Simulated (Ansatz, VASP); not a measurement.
**H: VASP beside Ansatz**

```
H
1.0
     2.62348   -2.56690    0.00000
     2.62348    2.56690    0.00000
     0.00000    0.00000    4.14182
H
4
Direct
  0.95330 0.04670 0.14094
  0.45330 0.54670 0.43149
  0.54670 0.45330 0.56851
  0.04670 0.95330 0.93149
```

Alike in both runs: task single point; functional LDA; k mesh 6 × 6 × 6; occupations gaussian, width 0.05 eV; no spin polarisation.

|  | VASP | Ansatz |
| --- | --- | --- |
| version | VASP 6.6.1 | Ansatz 0.2.0 |
| potentials or method | VASP PAW LDA potentials, release 64 (H), cutoff 520 eV | scalar-relativistic, plane waves, PAW |
| valence electrons in the cell | 4 | 4 |

Ansatz gave:

| Quantity | Value |
| --- | --- |
| gap on the k mesh at the Fermi level (eV) | 6.85 |
| least direct gap on the mesh (eV) | 7.19 |
| pressure (GPa) | -3.5 |
| traceless stress, the component that is largest in VASP (GPa) | -5.46 |
| rms of the force components (eV/Å) | 1.568 |

What did VASP give for the same quantities?

gap on the k mesh at the Fermi level (eV): 6.85; least direct gap on the mesh (eV): 7.18; pressure (GPa): -3.7; traceless stress, the component that is largest in VASP (GPa): -5.44; rms of the force components (eV/Å): 1.564.

LDA's correlation is that of Perdew and Zunger in VASP and of Perdew and Wang (1992) in Ansatz. Atom by atom the forces differ by 0.006 eV/Å (rms over components).
